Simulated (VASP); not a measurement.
# Al (Im-3m) in VASP: a series of runs

The runs below take Al through single point, with revPBE, HSE06+D3(BJ), PBE-based screened hybrid with 25 % exact exchange, PBE exchange alone.

Program: VASP 6.6.1. These are calculated values, not measurements. Logs are shortened: lines on timing, memory, paths and dates and some standing lists are left out, and cuts for length are marked.

### 1 The cell of the first run

It takes space group Im-3m (No. 229, cubic). Conventional cell: a = 3.265 Å, b = 3.265 Å, c = 3.265 Å, α = 90.00°, β = 90.00°, γ = 90.00°. Within 3.7 Å of Al (site symmetry m-3m) lie 14 Al at 2.83 to 3.27 Å.

This isn't the form of Al at room conditions, which is fcc.

### 2 Single point, revPBE (17.40 Å³/atom)

INCAR

```
PREC = Accurate
ENCUT = 520
EDIFF = 1E-6
ISMEAR = -1
SIGMA = 0.05
LREAL = F
LASPH = T
NELM = 100
ALGO = Fast
ISIF = 2
LWAVE = F
LCHARG = F
GGA = RE
NBANDS = 8
```

KPOINTS

```
regular mesh
0
Gamma
  12 12 12
```

POSCAR

```
Al
1.0
   -1.6325674115      1.6325674115      1.6325674115
    1.6325674115     -1.6325674115      1.6325674115
    1.6325674115      1.6325674115     -1.6325674115
Al
1
Direct
    0.0000000000      0.0000000000      0.0000000000
```

Potentials or basis: VASP PAW PBE potentials, release 64 (Al).

Launch:

```
> cat potpaw_PBE.64/Al/POTCAR > POTCAR
> mpirun -np 1 vasp_std > vasp.out
```

OUTCAR:

```text
PREC = Accurate
   ENCUT = 520
   EDIFF = 1E-6
   ISMEAR = -1
   LREAL = F
   LASPH = T
   NELM = 100
   ISIF = 2
   GGA = RE

 ion  position               nearest neighbor table
   1  0.000  0.000  0.000-

  LATTYP: Found a body centered cubic cell.
 ALAT       =     3.2651348230

  Lattice vectors:

 A1 = (  -1.6325674115,   1.6325674115,   1.6325674115)
 A2 = (   1.6325674115,  -1.6325674115,   1.6325674115)
 A3 = (   1.6325674115,   1.6325674115,  -1.6325674115)

Analysis of symmetry for initial positions (statically):
=====================================================================
 Subroutine PRICEL returns:
 Original cell was already a primitive cell.

 Routine SETGRP: Setting up the symmetry group for a
 body centered cubic supercell.

 Subroutine GETGRP returns: Found 48 space group operations
 (whereof 48 operations were pure point group operations)
 out of a pool of 48 trial point group operations.

The static configuration has the point symmetry O_h .

Analysis of symmetry for dynamics (positions and initial velocities):
=====================================================================
 Subroutine PRICEL returns:
 Original cell was already a primitive cell.

 Routine SETGRP: Setting up the symmetry group for a
 body centered cubic supercell.

 Subroutine GETGRP returns: Found 48 space group operations
 (whereof 48 operations were pure point group operations)
 out of a pool of 48 trial point group operations.

The dynamic configuration has the point symmetry O_h .

 Subroutine INISYM returns: Found 48 space group operations
 (whereof 48 operations are pure point group operations),
 and found     1 'primitive' translations

----------------------------------------------------------------------------------------

                                     Primitive cell

  volume of cell :      17.4050

  direct lattice vectors                    reciprocal lattice vectors
    -1.632567411  1.632567411  1.632567411     0.000000000  0.306266067  0.306266067
     1.632567411 -1.632567411  1.632567411     0.306266067  0.000000000  0.306266067
     1.632567411  1.632567411 -1.632567411     0.306266067  0.306266067  0.000000000

  length of vectors
     2.827689703  2.827689703  2.827689703     0.433125625  0.433125625  0.433125625

  position of ions in fractional coordinates (direct lattice)
     0.000000000  0.000000000  0.000000000

  ion indices of the primitive-cell ions
   primitive index   ion index
                 1           1

----------------------------------------------------------------------------------------

 KPOINTS: regular mesh

Automatic generation of k-mesh.
 Grid dimensions read from file:
 generate k-points for:   12   12   12

 Generating k-lattice:

  Cartesian coordinates                     Fractional coordinates (reciprocal lattice)
     0.000000000  0.025522172  0.025522172     0.083333333  0.000000000  0.000000000
     0.025522172  0.000000000  0.025522172     0.000000000  0.083333333  0.000000000
     0.025522172  0.025522172  0.000000000     0.000000000  0.000000000  0.083333333

  Length of vectors
     0.036093802  0.036093802  0.036093802

  Shift w.r.t. Gamma in fractional coordinates (k-lattice)
     0.000000000  0.000000000  0.000000000

 Subroutine IBZKPT returns following result:
 ===========================================

 Found     72 irreducible k-points:

 Following reciprocal coordinates:
            Coordinates               Weight
  0.000000  0.000000  0.000000      1.000000
  0.083333  0.000000  0.000000     12.000000
  0.166667  0.000000  0.000000     12.000000
  0.250000  0.000000  0.000000     12.000000
  0.333333  0.000000  0.000000     12.000000
  0.416667  0.000000  0.000000     12.000000
[... 16 lines left out ...]
  0.333333  0.083333  0.083333     24.000000
  0.416667  0.083333  0.083333     12.000000
 [... further k-points ...]
   k-points           NKPTS =     72   k-points in BZ     NKDIM =     72   number of bands    NBANDS=      8
   number of dos      NEDOS =    301   number of ions     NIONS =      1
   total plane-waves  NPLWV =  13824
   dimension x,y,z NGX =    24 NGY =   24 NGZ =   24
   dimension x,y,z NGXF=    48 NGYF=   48 NGZF=   48
   ions per type =               1
   NGX,Y,Z   is equivalent  to a cutoff of  14.11, 14.11, 14.11 a.u.
   NGXF,Y,Z  is equivalent  to a cutoff of  28.22, 28.22, 28.22 a.u.
 SYSTEM =  unknown system
   PREC   = accura    normal or accurate (medium, high low for compatibility)
   ISTART =      0    job   : 0-new  1-cont  2-samecut
   ICHARG =      2    charge: 1-file 2-atom 10-const
   ISPIN  =      1    spin polarized calculation?
   LNONCOLLINEAR =      F non collinear calculations
   LSORBIT =      F    spin-orbit coupling
   LASPH  =      T    aspherical Exc in radial PAW
   ENCUT  =  520.0 eV  38.22 Ry    6.18 a.u.   5.26  5.26  5.26*2*pi/ulx,y,z
   NELM   =    100;   NELMIN=  2; NELMDL= -5     # of ELM steps
   EDIFF  = 0.1E-05   stopping-criterion for ELM
   LREAL  =      F    real-space projection
   EDIFFG = 0.1E-04   stopping-criterion for IOM
   NSW    =      0    number of steps for IOM
   IBRION =     -1    ionic relax: 0-MD 1-quasi-New 2-CG
   NFREE  =      0    steps in history (QN), initial steepest desc. (CG)
   ISIF   =      2    stress and relaxation
   ISYM   =      2    0-nonsym 1-usesym 2-fastsym
   POTIM  = 0.5000    time-step for ionic-motion
   TEBEG  =    0.0;   TEEND  =   0.0 temperature during run
   PSTRESS=    0.0 pullay stress
   NELECT =       3.0000    total number of electrons
   NUPDOWN=      -1.0000    fix difference up-down
   EMIN   =  10.00;   EMAX   =-10.00  energy-range for DOS
   EFERMI =   0.00;   METHOD = LEGACY
   ISMEAR =    -1;   SIGMA  =   0.05  broadening in eV -4-tet -1-fermi 0-gaus
   EFERMI_NEDOS =   21; number of points for ismear=-14 and -15
   IALGO  =     68    algorithm
   IMIX   =      4    mixing-type and parameters
     AMIX     =   0.40;   BMIX     =  1.00
     AMIX_MAG =   1.60;   BMIX_MAG =  1.00
  volume/ion in A,a.u.               =      17.40       117.45
  Fermi-wavevector in a.u.,A,eV,Ry     =   0.911082  1.721695 11.293793  0.830070
  Thomas-Fermi vector in A             =   2.035320
   LORBIT       =      0    0 simple, 1 ext, 2 COOP (PROOUT), +10 PAW based schemes
[... 43 lines left out ...]
  band No.  band energies     occupation
      1      -3.0472      2.00000
      2      18.2628      0.00000
      3      19.1928      0.00000
      4      19.7341      0.00000
      5      20.9118      0.00000
      6      22.0591      0.00000
      7      22.5749      0.00000
      8      23.1582      0.00000

 k-point     3 :       0.1667    0.0000    0.0000
  band No.  band energies     occupation
      1      -2.4698      2.00000
      2      14.9538      0.00000
      3      17.8131      0.00000
      4      18.4355      0.00000
      5      19.7094      0.00000
      6      20.9123      0.00000
      7      23.5404      0.00000
      8      23.7933      0.00000

 k-point     4 :       0.2500    0.0000    0.0000
  band No.  band energies     occupation
      1      -1.5124      2.00000
      2      11.6921      0.00000
      3      16.7289      0.00000
      4      17.2551      0.00000
      5      18.6236      0.00000
      6      19.9378      0.00000
      7      24.5282      0.00000
      8      24.6890      0.00000

 k-point     5 :       0.3333    0.0000    0.0000
  band No.  band energies     occupation
      1      -0.1822      2.00000
      2       8.6766      0.00000
      3      15.9551      0.00000
      4      16.3682      0.00000
      5      17.8140      0.00000
      6      19.1796      0.00000
      7      25.5609      0.00000
      8      26.0879      0.00000

 k-point     6 :       0.4167    0.0000    0.0000
  band No.  band energies     occupation
      1       1.5102      2.00000
      2       5.9643      2.00000
      3      15.4919      0.00000
      4      15.8251      0.00000
      5      17.3204      0.00000
      6      18.6983      0.00000
      7      26.7967      0.00000
      8      27.6852      0.00000

 k-point     7 :       0.5000    0.0000    0.0000
  band No.  band energies     occupation
      1       3.3907      2.00000
      2       3.7427      2.00000
      3      15.3377      0.00000
      4      15.6426      0.00000
      5      17.1550      0.00000
      6      18.5335      0.00000
      7      27.6348      0.00000
      8      28.7864      0.00000

 k-point     8 :       0.0833    0.0833    0.0000
  band No.  band energies     occupation
      1      -2.6620      2.00000
      2      16.6644      0.00000
      3      16.7642      0.00000
      4      18.5799      0.00000
      5      21.0842      0.00000
      6      21.4248      0.00000
      7      23.0652      0.00000
      8      23.6050      0.00000

 k-point     9 :       0.1667    0.0833    0.0000
  band No.  band energies     occupation
      1      -1.8947      2.00000
      2      13.4154      0.00000
      3      15.4002      0.00000
      4      17.3716      0.00000
      5      20.1379      0.00000
      6      21.3761      0.00000
      7      23.0936      0.00000
      8      25.1765      0.00000

 k-point    10 :       0.2500    0.0833    0.0000
  band No.  band energies     occupation
      1      -0.7509      2.00000
      2      10.2775      0.00000
      3      14.3838      0.00000
      4      16.4057      0.00000
      5      19.1874      0.00000
      6      21.0091      0.00000
      7      23.6701      0.00000
      8      26.7227      0.00000
[... 78 lines left out ...]
 k-point    18 :       0.3333    0.2500    0.0000
  band No.  band energies     occupation
      1       3.7286      2.00000
      2       5.9542      2.00000
      3       8.1850      0.00000
      4      14.5598      0.00000
      5      21.1360      0.00000
      6      23.0180      0.00000
      7      24.7541      0.00000
      8      27.9023      0.00000

 k-point    19 :       0.3333    0.3333    0.0000
  band No.  band energies     occupation
      1       5.5486      2.00000
      2       5.5486      2.00000
      3       6.2551      2.00000
      4      14.3970      0.00000
      5      22.8562      0.00000
      6      22.8562      0.00000
      7      23.0622      0.00000
      8      30.3376      0.00000

 k-point    20 :       0.0833    0.0833    0.0833
  band No.  band energies     occupation
      1      -2.0862      2.00000
      2      15.1941      0.00000
      3      15.1941      0.00000
      4      15.5210      0.00000
      5      22.9031      0.00000
      6      22.9031      0.00000
      7      23.3364      0.00000
      8      23.3364      0.00000

 k-point    21 :       0.1667    0.0833    0.0833
  band No.  band energies     occupation
      1      -1.1312      2.00000
      2      12.0265      0.00000
      3      13.9762      0.00000
      4      14.3259      0.00000
      5      22.3095      0.00000
      6      22.6677      0.00000
      7      24.6088      0.00000
      8      24.6700      0.00000

 k-point    22 :       0.2500    0.0833    0.0833
  band No.  band energies     occupation
      1       0.1957      2.00000
      2       9.0286      0.00000
      3      13.0895      0.00000
      4      13.4999      0.00000
      5      21.6498      0.00000
      6      22.0583      0.00000
      7      25.8141      0.00000
      8      26.2270      0.00000

 k-point    23 :       0.3333    0.0833    0.0833
  band No.  band energies     occupation
      1       1.8836      2.00000
      2       6.3270      2.00000
      3      12.5534      0.00000
      4      12.9989      0.00000
      5      21.2009      0.00000
      6      21.6541      0.00000
      7      27.0590      0.00000
      8      27.8975      0.00000

 k-point    24 :       0.4167    0.0833    0.0833
  band No.  band energies     occupation
      1       3.7502      2.00000
      2       4.1211      2.00000
      3      12.3741      0.00000
      4      12.8310      0.00000
      5      21.0454      0.00000
      6      21.5139      0.00000
      7      27.8675      0.00000
      8      29.0038      0.00000

 [... further k-points ...]

------------------------ aborting loop because EDIFF is reached ----------------------------------------

  FORCE on cell =-STRESS in cart. coord.  units (eV):
  Direction    XX          YY          ZZ          XY          YZ          ZX
  --------------------------------------------------------------------------------------
  -------------------------------------------------------------------------------------
  Total       -0.1076357     -0.1076357     -0.1076357     -0.0000000      0.0000000     -0.0000000
  in kB       -9.9081724     -9.9081724     -9.9081724     -0.0000000      0.0000000     -0.0000000
  external PRESSURE =      -9.9081724 kB  Pullay stress =       0.0000000 kB

 VOLUME and BASIS-vectors are now :
 -----------------------------------------------------------------------------
  energy-cutoff  :      520.00
  volume of cell :       17.40
      direct lattice vectors                 reciprocal lattice vectors
    -1.632567411  1.632567411  1.632567411     0.000000000  0.306266067  0.306266067
     1.632567411 -1.632567411  1.632567411     0.306266067  0.000000000  0.306266067
     1.632567411  1.632567411 -1.632567411     0.306266067  0.306266067  0.000000000

 POSITION                                       TOTAL-FORCE (eV/Angst)
 -----------------------------------------------------------------------------------
      0.00000      0.00000      0.00000         0.000000     -0.000000      0.000000
 -----------------------------------------------------------------------------------
    total drift:                                0.000000      0.000000      0.000000

  FREE ENERGIE OF THE ION-ELECTRON SYSTEM (eV)
  ---------------------------------------------------
  free  energy   TOTEN  =        -3.4543353268 eV

  energy  without entropy=       -3.4502834454  energy(sigma->0) =       -3.45230939
```

It took 12 s on 1 thread of Intel Xeon 8259CL, shared host; peak memory 0.14 GiB.

Results:

```
Free energy            : -3.4543 eV
Pressure               : -1.0 GPa
Band gap on the k mesh : zero (an odd number of electrons rules out a gap without spin polarisation)
```

Caveat: the PAW data sets were made with another functional, which shifts forces and pressure a little.

### 3 Single point, HSE06+D3(BJ)

This run uses another cell than the first one, of 16.12 Å³/atom.

POSCAR

```
Al
1.0
   -1.5912186900      1.5912186900      1.5912186900
    1.5912186900     -1.5912186900      1.5912186900
    1.5912186900      1.5912186900     -1.5912186900
Al
1
Direct
    0.0000000000      0.0000000000      0.0000000000
```

INCAR.step1

```
PREC = Accurate
ENCUT = 400
EDIFF = 1E-5
ISMEAR = -1
SIGMA = 0.01
LREAL = False
LASPH = True
NELM = 120
ALGO = Normal
ISIF = 2
LWAVE = True
LCHARG = False
NBANDS = 8
GGA = PE
GGA_COMPAT = False
```

INCAR.step2

```
PREC = Accurate
ENCUT = 400
EDIFF = 1E-6
ISMEAR = -1
SIGMA = 0.01
LREAL = False
LASPH = True
NELM = 120
ALGO = Normal
ISIF = 2
LWAVE = False
LCHARG = False
GGA = PE
LHFCALC = True
HFSCREEN = 0.2079
PRECFOCK = Normal
IVDW = 12
VDW_S6 = 1.0
VDW_S8 = 2.31
VDW_A1 = 0.383
VDW_A2 = 5.685
NBANDS = 8
ISTART = 1
GGA_COMPAT = False
```

KPOINTS

```
regular mesh
0
Gamma
  7 7 7
```

Potentials or basis: VASP PAW PBE potentials, release 64 (Al).

Launch:

```
> cat potpaw_PBE.64/Al/POTCAR > POTCAR
> cp INCAR.step1 INCAR
> mpirun -np 1 vasp_std > vasp.out
> cp INCAR.step2 INCAR
> mpirun -np 1 vasp_std > vasp.out
```

Wall time 32 s (1 thread of Intel Xeon 6975P-C (Granite Rapids), shared host); peak memory 0.21 GiB.

It converged, with:

```yaml
Free_energy: -4.4017 eV
Pressure: -1.8 GPa
Band_gap_on_the_k_mesh: zero (an odd number of electrons rules out a gap without spin polarisation)
Dispersion_energy_per_atom: -0.443 eV
```

Levels at points of the mesh, in eV from the Fermi level:
```csv
k point,band 1,band 2,band 3,band 4
"(0.00, 0.00, 0.00)",-13.01,14.43,14.43,14.43
```

Caveat: the k points lie up to 0.40 Å⁻¹ apart, too coarse for converged energies and pressures of a metal; three body term missing; the PAW data sets were made with another functional, which shifts forces and pressure a little.

### 4 Single point, PBE-based screened hybrid with 25 % exact exchange

This run uses another cell than the first one, of 16.12 Å³/atom.

POSCAR is that of step 3.

INCAR.step1

```
SYSTEM = Al
PREC = Accurate ; ENCUT = 400
EDIFF = 1E-5 ; ISMEAR = 1
SIGMA = 0.1 ; LREAL = .False.
LASPH = .True. ; NELM = 120
ALGO = Normal ; ISIF = 2
LWAVE = .True. ; GGA = PE
NBANDS = 8 ; GGA_COMPAT = .False.
```

INCAR.step2

```
SYSTEM = Al
PREC = Accurate ; ENCUT = 400
EDIFF = 1E-6 ; ISMEAR = 1
SIGMA = 0.1 ; LREAL = .False.
LASPH = .True. ; NELM = 120
ALGO = Normal ; ISIF = 2
LWAVE = .False. ; LCHARG = .True.
GGA = PE ; LHFCALC = .True.
AEXX = 0.25 ; HFSCREEN = 0.3
PRECFOCK = Normal ; LELF = .True.
LVHAR = .True. ; ISTART = 1
NBANDS = 8 ; GGA_COMPAT = .False.
```

KPOINTS

```
Automatic mesh
0
Gamma
  8 8 8
  0 0 0
```

Launch:

```
> cat potpaw_PBE.64/Al/POTCAR > POTCAR
> cp INCAR.step1 INCAR
> mpirun -np 1 vasp_std > vasp.out
> cp INCAR.step2 INCAR
> mpirun -np 1 vasp_std > vasp.out
```

Wall time 69 s (1 thread of Intel Xeon 6975P-C (Granite Rapids), shared host); peak memory 0.21 GiB.

Results (log left out):

```yaml
Free_energy: -3.8563 eV
Pressure: 3.8 GPa
Band_gap_on_the_k_mesh: zero (an odd number of electrons rules out a gap without spin polarisation)
```

Levels at points of the mesh, in eV from the Fermi level:
```csv
k point,band 1,band 2,band 3,band 4
"(0.00, 0.00, 0.00)",-12.86,14.21,14.21,14.21
"(0.50, 0.00, 0.00)",-5.11,-4.49,8.84,8.86
"(0.50, 0.50, 0.50)",3.22,3.22,3.22,4.24
```

Caveat: the cell stands under pressure; the PAW data sets were made with another functional, which shifts forces and pressure a little.

### 5 Single point, PBE exchange alone

This run uses another cell than the first one, of 16.12 Å³/atom.

INCAR

```
AGGAC    = 0.0          
ALDAC    = 0.0          
ALGO     = Normal         # electronic algorithm
EDIFF    = 1E-6           # SCF threshold, eV
ENCUT    = 520            # plane-wave cutoff, eV
GGA      = PE             # functional
ISIF     = 2              # what is computed and relaxed
ISMEAR   = 1              # smearing method
LASPH    = T              # aspherical terms in the spheres
LCHARG   = T              # write CHGCAR
LELF     = T              # ELF
LREAL    = F              # projectors in reciprocal space
LVHAR    = T            
LWAVE    = F              # write WAVECAR
NBANDS   = 8              # bands
NELM     = 60             # most SCF steps
PREC     = Accurate       # precision mode
SIGMA    = 0.005          # smearing width, eV
```

KPOINTS

```
k-points
0
Gamma
  12 12 12
```

POSCAR is that of step 4.

Launch:

```
> cat potpaw_PBE.64/Al/POTCAR > POTCAR
> mpirun -np 1 vasp_std > vasp.out
```

It took 4.9 s on 1 thread of Intel Xeon Platinum 8488C (Sapphire Rapids), shared host; peak memory 0.12 GiB.

It converged, with:

| Property | Result |
| --- | --- |
| Free energy | -1.7768 eV |
| Pressure | 14.0 GPa |
| Band gap on the k mesh | zero (an odd number of electrons rules out a gap without spin polarisation) |

Levels at points of the mesh, in eV from the Fermi level:
```
           k point  band 1  band 2  band 3  band 4
(0.00, 0.00, 0.00)  -11.26   13.37   13.37   13.37
(0.50, 0.00, 0.00)   -4.34   -3.89    8.27    8.35
(0.50, 0.50, 0.50)    1.89    1.89    1.89    3.09
```

Caveat: the cell stands under pressure.

### 6 Summary

| level | cell | k mesh | cutoff (eV) | smearing | grid for exact exchange (PRECFOCK) | share of exact exchange | screening parameter | gap on the mesh (eV) | pressure (GPa) |
| --- | --- | --- | --- | --- | --- | --- | --- | --- | --- |
| revPBE | a = 2.828 Å, angles 109.5°, 1 atom | 12 × 12 × 12 | 520 | fermi-dirac 0.05 eV | - | - | - | none | -1.0 |
| HSE06+D3(BJ) | a = 2.756 Å, angles 109.5°, 1 atom | 7 × 7 × 7 | 400 | fermi-dirac 0.01 eV | Normal | 0.25 | 0.2079 1/Å | none | -1.8 |
| PBE-based screened hybrid with 25 % exact exchange | a = 2.756 Å, angles 109.5°, 1 atom | 8 × 8 × 8 | 400 | methfessel-paxton 0.1 eV | Normal | 0.25 | 0.3 1/Å | none | 3.8 |
| PBE exchange alone | a = 2.756 Å, angles 109.5°, 1 atom | 12 × 12 × 12 | 520 | methfessel-paxton 0.005 eV | - | - | - | none | 14.0 |

Alike in all rows: task single point; potentials or basis VASP PAW PBE potentials, release 64 (Al); no spin polarisation.

Caveats: some runs use coarse meshes; the PAW data sets were made with another functional, which shifts forces and pressure a little (at least some runs); the cell stands under pressure (at least some runs); three body term missing (at least some runs).

Absolute energies hang on the potentials; compare differences alone.
